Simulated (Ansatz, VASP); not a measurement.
## ZrB: VASP and Ansatz over several settings

```xyz
2
Lattice="0.0000 2.3706 2.3706 2.3706 0.0000 2.3706 2.3706 2.3706 0.0000" Properties=species:S:1:pos:R:3 pbc="T T T"
Zr    0.0000    0.0000    0.0000
B     2.3706    2.3706    2.3706
```

Single points on this cell with VASP 6.6.1 and Ansatz 0.2.0. Each row is one pair of runs. Alike in all rows: spin: off.

```csv
level,k mesh,smearing,"VASP's potentials, cutoff","Ansatz's potentials, cutoff","gap on the k mesh at the Fermi level (eV), VASP","gap on the k mesh at the Fermi level (eV), Ansatz","pressure (GPa), VASP","pressure (GPa), Ansatz"
r2SCAN+rVV10,10 × 10 × 10,"methfessel-paxton of order 1, width 0.05 eV","VASP PAW PBE potentials, release 64 (Zr_sv, B), 520 eV","JTH PAW, 990 eV",none,none,20.3,20.0
LDA,10 × 10 × 10,"fermi-dirac, width 0.05 eV","VASP PAW LDA potentials, release 64 (Zr_sv, B), 520 eV","Ansatz PAW, 420 eV",none,none,11.3,10.9
PBE,10 × 10 × 10,"fermi-dirac, width 0.05 eV","VASP PAW PBE potentials, release 64 (Zr_sv, B), 520 eV","Ansatz PAW, 420 eV",none,none,19.8,19.6
r2SCAN,10 × 10 × 10,"fermi-dirac, width 0.05 eV","VASP PAW PBE potentials, release 64 (Zr_sv, B), 520 eV","Ansatz PAW, 500 eV",none,none,21.2,21.1
PBE0,6 × 6 × 6,"fermi-dirac, width 0.05 eV","VASP PAW PBE potentials, release 64 (Zr_sv, B), 520 eV","Ansatz PAW, 420 eV",none,none,18.4,18.8
```

Pressure (GPa): the two programs differ by at most 0.42.

A gap of «none» marks a metal or a gap that the smearing closes.

The k mesh is coarse in some rows, so the values compare programs but aren't converged.
